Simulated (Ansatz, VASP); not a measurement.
**TaN: VASP beside Ansatz**

INCAR

```
ALGO = Normal
EDIFF = 1E-6
ENCUT = 600
GGA_COMPAT = False
ISIF = 2
ISMEAR = 0
LASPH = True
LCHARG = False
LMAXMIX = 4
LORBIT = 11
LORBMOM = True
LREAL = False
LSORBIT = True
LWAVE = False
MAGMOM = 0 0 0 0 0 0
NBANDS = 28
NELM = 200
PREC = Accurate
SIGMA = 0.05
```

Contents of KPOINTS:

```
k-points
0
Gamma
  8 8 8
```

The input POSCAR:

```
TaN
1.0
    0.0000000000      2.2147289931      2.2147289931
    2.2147289931      0.0000000000      2.2147289931
    2.2147289931      2.2147289931      0.0000000000
Ta N
1 1
Direct
    0.5000000000      0.5000000000      0.5000000000
    0.0000000000      0.0000000000      0.0000000000
```

Input for Ansatz:

```yaml
crystal:
  lattice:
    - [0.0, 2.2147289931, 2.2147289931]
    - [2.2147289931, 0.0, 2.2147289931]
    - [2.2147289931, 2.2147289931, 0.0]
  atoms:
    - { symbol: Ta, position: [0.5, 0.5, 0.5] }
    - { symbol: "N", position: [0.0, 0.0, 0.0] }
basis:
  ecutwfc: 420
  ecutrho_ratio: 4
kpoints:
  mp_grid: { grid: [8, 8, 8] }
hamiltonian:
  xc: lda
scf:
  occupations: { method: gaussian, width: 0.05 }
output:
  forces: true
  stress: true
  eigenvalues: true
  populations: true
  topological_invariants: true
magnetization:
  noncollinear: true
  spin_orbit: true
```

Alike in both runs: task single point; functional LDA; k mesh 8 × 8 × 8; occupations gaussian, width 0.05 eV; non-collinear spin, spin-orbit coupling.

```csv
,VASP,Ansatz
version,VASP 6.6.1,Ansatz 0.2.0
potentials or method,"VASP PAW LDA potentials, release 64 (Ta_pv, N), cutoff 600 eV","plane waves, PAW"
valence electrons in the cell,16,18
```

```tsv
	VASP	Ansatz	Ansatz less VASP
pressure (GPa)	-16.0	-18.3	-2.29
net moment per atom (μB)	0.00	0.00	0.000
```

LDA's correlation is that of Perdew and Zunger in VASP and of Perdew and Wang (1992) in Ansatz. VASP's potentials hold 16 valence electrons a cell and Ansatz's 18, so a difference there can come from the potentials and not from the codes.
